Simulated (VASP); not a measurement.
A run of VASP 6.6.1 is set up as follows.

Contents of INCAR:

```
SYSTEM = BP
PREC = Accurate ; ENCUT = 520
EDIFF = 1E-6 ; ISMEAR = 0
SIGMA = 0.05 ; LREAL = .False.
LASPH = .True. ; NELM = 80
ALGO = Normal ; ISIF = 2
LWAVE = .False. ; LCHARG = .True.
GGA = PE ; LELF = .True.
LVHAR = .True. ; NBANDS = 11
```

KPOINTS

```
Automatic mesh
0
Gamma
  10 10 10
  0 0 0
```

Contents of POSCAR:

```
BP
1.0
    0.0000000000      2.3597600000      2.2690000000
    2.3597600000      0.0000000000      2.2690000000
    2.3597600000      2.3597600000      0.0000000000
B P
1 1
Direct
    0.0000000000      0.0000000000      0.0000000000
    0.7500000000      0.7500000000      0.7500000000
```

Potentials or basis: VASP PAW PBE potentials, release 64 (B, P).

Launch:

```sh
$ cat potpaw_PBE.64/B/POTCAR potpaw_PBE.64/P/POTCAR > POTCAR
$ mpirun -np 1 vasp_std > vasp.out
```

(1) Predict the band gap on the k mesh.

(2) Predict the pressure.

## Answers

(1) 0.78 eV, indirect (least direct gap 2.92 eV).

(2) -10.3 GPa.

Caveat: the cell differs from its parent crystal (strain +0.040 along x and y, +0.000 along z).
